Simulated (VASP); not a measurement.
TiO2: relaxation of cell and atoms with PBEsol

TiO2:

```
CELL_PARAMETERS angstrom
3.38855 0.00000 0.00000
0.00000 3.38855 0.00000
0.00000 0.00000 5.34158
ATOMIC_POSITIONS crystal
Ti 0.50000 0.50000 0.50000
Ti 0.00000 0.00000 0.00000
O 0.00000 0.50000 0.65682
O 0.50000 0.00000 0.84318
O 0.50000 0.00000 0.34318
O 0.00000 0.50000 0.15682
```

| Item | Value |
| --- | --- |
| Program | VASP 6.6.1 |
| Task | relaxation of cell and atoms |
| Functional | PBEsol |
| Potentials or basis | VASP PAW PBE potentials, release 64 (Ti_sv, O) |
| Cutoff | 600 eV |
| k mesh | 8 × 8 × 4 |
| Occupations | fermi-dirac, width 0.02 eV |
| Spin | no spin polarisation |
| Dipole correction | no |
| Further INCAR settings | ALGO = Normal; EDIFF = 1e-06; IBRION = 2; EDIFFG = -0.005; NSW = 80; ISIF = 3 |

| Property | Result |
| --- | --- |
| Relaxed volume | 9.65 Å³/atom |
| Relaxed cell | a = 3.365 Å, b = 3.365 Å, c = 5.113 Å, α = 90.00°, β = 90.00°, γ = 90.00° |
| Space group after relaxing (to 0.05 Å) | P4_2/nmc (No. 137) |
| Energy gained by relaxing | 13.1 meV/atom |
| Ionic steps | 10 |
| Pressure after relaxing | 0.1 GPa |
| Band gap on the k mesh | 2.40 eV, indirect (least direct gap 2.44 eV) |

The path:
```tsv
step	energy change (eV)	largest force (eV/Å)	pressure (GPa)	volume (Å³)
1	0.0000	0.0054	-6.52	61.33
2	0.0106	0.5153	8.30	57.72
3	-0.0364	0.2296	-0.01	59.60
4	-0.0498	0.2036	0.02	59.26
5	-0.0737	0.1385	0.49	58.25
6	-0.0752	0.1152	0.82	57.84
7	-0.0750	0.0928	-2.18	58.29
8	-0.0780	0.0122	-0.68	58.06
9	-0.0777	0.0167	0.85	57.69
10	-0.0789	0.0012	0.06	57.89
```

Final structure:
```xyz
6
Lattice="3.3646 0.0000 0.0000 0.0000 3.3646 0.0000 0.0000 0.0000 5.1134" Properties=species:S:1:pos:R:3 pbc="T T T"
Ti    1.6823    1.6823    2.5567
Ti    0.0000    0.0000    0.0000
O     0.0000    1.6823    3.4191
O     1.6823    0.0000    4.2509
O     1.6823    0.0000    1.6943
O     0.0000    1.6823    0.8624
```

Levels at points of the mesh, in eV from the valence-band top:
```csv
k point,band 20,band 21,band 22,band 23,band 24,band 25,band 26,band 27,band 28
"(0.00, 0.00, 0.00)",-2.12,-1.88,-0.36,-0.05,-0.05,2.40,2.89,3.28,4.57
"(0.50, 0.00, 0.00)",-2.41,-1.46,-1.46,-0.30,-0.30,2.81,2.81,3.69,3.69
"(0.50, 0.50, 0.00)",-1.42,-1.22,-1.22,-0.72,-0.72,2.78,2.78,3.66,3.66
"(0.00, 0.00, 0.50)",-2.72,-1.53,-1.53,0.00,0.00,2.64,2.64,3.81,3.81
"(0.50, 0.00, 0.50)",-2.02,-1.92,-1.92,-0.78,-0.78,2.70,2.70,3.31,3.31
"(0.50, 0.50, 0.50)",-2.22,-2.22,-2.22,-0.34,-0.34,3.14,3.14,3.84,3.84
```

Wall time 5.4 min on 1 thread of Intel(R) Xeon(R) 6975P-C (Granite Rapids) (shared host), peak memory 0.25 GiB.

Caveat: the PAW data sets were made with another functional, which shifts forces and pressure a little. A hybrid or GW would open this gap; PBEsol tends to underestimate it.
